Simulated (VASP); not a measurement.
A run of VASP 6.6.1:

INCAR

```
SYSTEM = YBiO2F2
PREC = Accurate ; ENCUT = 520
EDIFF = 1E-6 ; ISMEAR = -1
SIGMA = 0.0689 ; LREAL = Auto
LASPH = .TRUE. ; NELM = 100
ALGO = Normal ; ISIF = 2
LWAVE = .FALSE. ; LCHARG = .FALSE.
GGA = PS ; NBANDS = 93
```

The input KPOINTS:

```
Automatic mesh
0
Gamma
  2 2 2
  0.5 0.5 0.5
```

File POSCAR:

```
YBiO2F2
1.0
   -3.9544911423     -3.9544911423      0.0000000000
    0.0000000000      0.0000000000      5.6519982757
   -3.9544911423      7.9089822846      0.0000000000
Y Bi O F
3 3 6 6
Direct
    0.6480101336     -0.0017372617      0.3418578062
    0.3526261534     -0.0155251286      0.6590481319
    0.0122905826     -0.0014232135      0.0123836413
    0.1631234741      0.4929148708      0.3357804124
    0.8305704953      0.4884601632      0.6726484490
    0.4679237522      0.5067662551     -0.0035922026
    0.4344574152      0.7731907879      0.4899578556
    0.1578745054      0.7279421895      0.8416379117
    0.7723134423      0.7252932149      0.1657364525
    0.3005750400      0.2473535786      0.1804231293
   -0.0192425938      0.2453564089      0.5126643590
    0.6158162738      0.2553695047      0.7907763319
    0.5055798403      0.2484103730      0.4875082357
    0.1285078952      0.1966895505      0.8425166594
    0.8082759286      0.2089480468      0.1702770283
    0.2967384739      0.8088102255      0.1618785604
   -0.0551577920      0.7572166146      0.4852538370
    0.6556428897      0.7740510146      0.8587324836
```

Potentials or basis: VASP PAW PBE potentials, release 64 (Y_sv, Bi_d, O, F).

The run is started by

```bash
$ cat potpaw_PBE.64/Y_sv/POTCAR potpaw_PBE.64/Bi_d/POTCAR potpaw_PBE.64/O/POTCAR potpaw_PBE.64/F/POTCAR > POTCAR
$ mpirun -np 1 vasp_std > vasp.out
```

Hardware: 1 thread of Intel(R) Xeon(R) Platinum 8488C (Sapphire Rapids), with other jobs on the host.

Q: How long does it take, and how much memory?

A: Wall time 6.4 min on 1 thread of Intel(R) Xeon(R) Platinum 8488C (Sapphire Rapids), with other jobs on the host, peak memory 0.42 GiB. Counts: scf iterations 17, k points 8.
